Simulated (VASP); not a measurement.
A run of VASP 6.6.1 is set up as follows.

The input INCAR:

```
SYSTEM = Zr2HS4
ALGO = Normal
DIPOL = 0.5 0.5 0.278
EDIFF = 1E-6
ENCUT = 400
GGA = PE
GGA_COMPAT = .FALSE.
IDIPOL = 3
ISIF = 2
ISMEAR = 0
IVDW = 12
LASPH = .TRUE.
LCHARG = .FALSE.
LDIPOL = .TRUE.
LREAL = .FALSE.
LWAVE = .FALSE.
NBANDS = 62
NELM = 120
NELMDL = -8
PREC = Accurate
SIGMA = 0.05
```

KPOINTS

```
k-points
0
G
  6 6 1
  0 0 0
```

POSCAR

```
Zr2HS4
1.0
    7.2976778227      0.0000000000      0.0000000000
   -3.6488389114      6.3199743831      0.0000000000
    0.0000000000      0.0000000000     20.9171506047
S Zr H
8 4 2
Direct
    0.3333333333      0.1666666667      0.1912306354
    0.3333333333      0.6666666667      0.1912306354
    0.8333333333      0.1666666667      0.1912306354
    0.8333333333      0.6666666667      0.1912306354
    0.1666666667      0.3333333333      0.3306927762
    0.1666666667      0.8333333333      0.3306927762
    0.6666666667      0.3333333333      0.3306927762
    0.6666666667      0.8333333333      0.3306927762
    0.0000000000      0.0000000000      0.2609617058
    0.0000000000      0.5000000000      0.2609617058
    0.5000000000      0.0000000000      0.2609617058
    0.5000000000      0.5000000000      0.2609617058
    0.2741954354      0.7258045646      0.3828031244
    0.3924712313      0.6075287687      0.3828031244
```

Potentials or basis: VASP PAW PBE potentials, release 64 (S, Zr_sv, H).

Launch:

```bash
$ cat potpaw_PBE.64/S/POTCAR potpaw_PBE.64/Zr_sv/POTCAR potpaw_PBE.64/H/POTCAR > POTCAR
$ mpirun -np 1 vasp_std > vasp.out
```

**Question.** Predict the largest force.

**Answer.** 2.299 eV/Å.

**Question.** Predict the band gap on the k mesh.

**Answer.** 0.31 eV (least direct gap 0.33 eV).

**Question.** What does it give for the dispersion energy per atom?

**Answer.** -0.225 eV.

Forces in eV/Å, atoms in the order of the input:
```
S   -0.104  0.064  0.051
S   -0.025  0.014  0.056
S    0.109 -0.063 -0.072
S   -0.107  0.058  0.051
S   -0.180  0.240  0.092
S    0.975 -0.563  0.781
S   -0.019  0.011  0.165
S   -0.298  0.036  0.092
Zr  -0.342  0.197 -0.366
Zr   0.024 -0.368 -0.485
Zr   0.331  0.164 -0.485
Zr   0.184 -0.106 -0.521
H    1.415 -0.817  0.265
H   -1.964  1.134  0.376
```
